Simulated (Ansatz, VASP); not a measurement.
**Two plane-wave programs on P**

```
P
1.0
    -4.58279    4.94257    1.28690
     4.94257   -4.58279    1.28690
     2.23765    2.23765   -0.62796
P
2
Cartesian
  -1.6835 6.5186 0.6589
  -1.7443 4.3417 0.9729
```

Alike in both runs: task single point; functional revPBE; k mesh 14 × 14 × 11; occupations fermi-dirac, width 0.1 eV; no spin polarisation.

```csv
,VASP,Ansatz
version,VASP 6.6.1,Ansatz 0.2.0
potentials or method,"VASP PAW PBE potentials, release 64 (P), cutoff 520 eV","plane waves (420 eV) with PAW, scalar-relativistic"
valence electrons in the cell,10,10
```

```tsv
	VASP	Ansatz	Ansatz less VASP
pressure (GPa)	1.8	2.2	+0.34
traceless stress, the component that is largest in VASP (GPa)	-1.04	-1.17	-0.131
```

VASP's potentials were made for PBE, not for revPBE. With one functional, cell and mesh, what is left measures potentials, basis and numerics.
